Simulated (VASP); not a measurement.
Input of a VASP 6.6.1 run:

INCAR

```
SYSTEM = VO2
PREC = Accurate
ENCUT = 600
EDIFF = 1E-6
ISMEAR = 0
SIGMA = 0.05
LREAL = .False.
LASPH = .True.
NELM = 200
ALGO = Normal
ISIF = 2
LWAVE = .False.
LCHARG = .True.
ISPIN = 2
MAGMOM = 1 1 0 0 0 0
LORBIT = 11
LMAXMIX = 4
LDAU = .True.
LDAUTYPE = 2
LDAUL = 2 -1
LDAUU = 3.25 0
LDAUJ = 0 0
LDAUPRINT = 1
GGA = PE
LELF = .True.
LVHAR = .True.
NBANDS = 38
GGA_COMPAT = .False.
```

The input KPOINTS:

```
regular mesh
0
Gamma
  4 4 6
  0 0 0
```

POSCAR

```
VO2
1.0
    4.5300000000      0.0000000000      0.0000000000
    0.0000000000      4.5300000000      0.0000000000
    0.0000000000      0.0000000000      2.8690000000
V O
2 4
Direct
    0.0000000000      0.0000000000      0.0000000000
    0.5000000000      0.5000000000      0.5000000000
    0.3050000000      0.3050000000      0.0000000000
    0.1950000000      0.8050000000      0.5000000000
    0.6950000000      0.6950000000      0.0000000000
    0.8050000000      0.1950000000      0.5000000000
```

Potentials or basis: VASP PAW PBE potentials, release 64 (V_sv, O).

Run with:

```bash
$ cat potpaw_PBE.64/V_sv/POTCAR potpaw_PBE.64/O/POTCAR > POTCAR
$ mpirun -np 1 vasp_std > vasp.out
```

**Question.** Estimate the site moments.

**Answer.** V +1.05; O -0.04 μB.

**Question.** Predict the net moment.

**Answer.** 2.00 μB per cell.

Forces on the atoms (eV/Å):
```
V    0.000  0.000  0.000
V    0.000  0.000  0.000
O   -0.695 -0.695  0.000
O    0.695 -0.695  0.000
O    0.695  0.695  0.000
O   -0.695  0.695  0.000
```

The state reached can hang on the start; a lower one may exist.
